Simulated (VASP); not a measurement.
## P: single point with PBE

P:

```
P
1.0
     2.42469    0.00000    0.00000
     0.00000    2.43854    0.00000
    -0.02031    0.00000    4.85243
P
2
Direct
  0.00000 0.00000 0.25057
  0.00000 0.00000 0.74943
```

This isn't the form of P at room conditions, which is orthorhombic.

- Program: VASP 6.6.1
- Task: single point
- Functional: PBE
- Potentials or basis: VASP PAW PBE potentials, release 64 (P)
- Cutoff: 520 eV
- k mesh: 10 × 10 × 6
- Occupations: gaussian, width 0.1 eV
- Spin: no spin polarisation
- Dipole correction: no
- Further INCAR settings: ALGO = Normal; EDIFF = 1e-06; NBANDS = 12

```json
{"Pressure": "1.5 GPa", "Largest force": "0.014 eV/Å", "Band gap on the k mesh": "zero (bands 5 and 6 overlap by 10.12 eV)"}
```

Forces in eV/Å, atoms in the order of the input:
```
P    0.000  0.000  0.014
P    0.000  0.000 -0.014
```

Stress tensor (GPa, compression positive):
```
0.42 0.00 0.18
0.00 0.17 0.00
0.18 0.00 3.87
```

Levels at points of the mesh, in eV from the Fermi level:
```
           k point  band 3  band 4  band 5  band 6  band 7  band 8
(0.00, 0.00, 0.00)   -8.86    4.89    5.10    5.14    6.69    6.76
(0.50, 0.00, 0.00)   -7.45   -5.42   -5.34    0.86    7.81    8.01
(0.00, 0.50, 0.00)   -7.58   -5.46   -5.36    0.85    7.93    7.97
(0.50, 0.50, 0.00)   -5.35   -2.33   -2.26   -2.18   -1.54    0.85
(0.00, 0.00, 0.50)   -3.18   -3.13    5.97    6.01    6.21    6.25
(0.50, 0.00, 0.50)   -7.60   -7.57    0.45    0.51    5.97    6.00
(0.00, 0.50, 0.50)   -7.59   -7.55    0.36    0.42    5.97    6.00
(0.50, 0.50, 0.50)   -4.29   -4.25   -4.18   -4.15    2.19    2.22
```

Wall time 15 s on 1 thread of Intel(R) Xeon(R) 6975P-C (Granite Rapids), with other jobs on the host, peak memory 0.16 GiB.
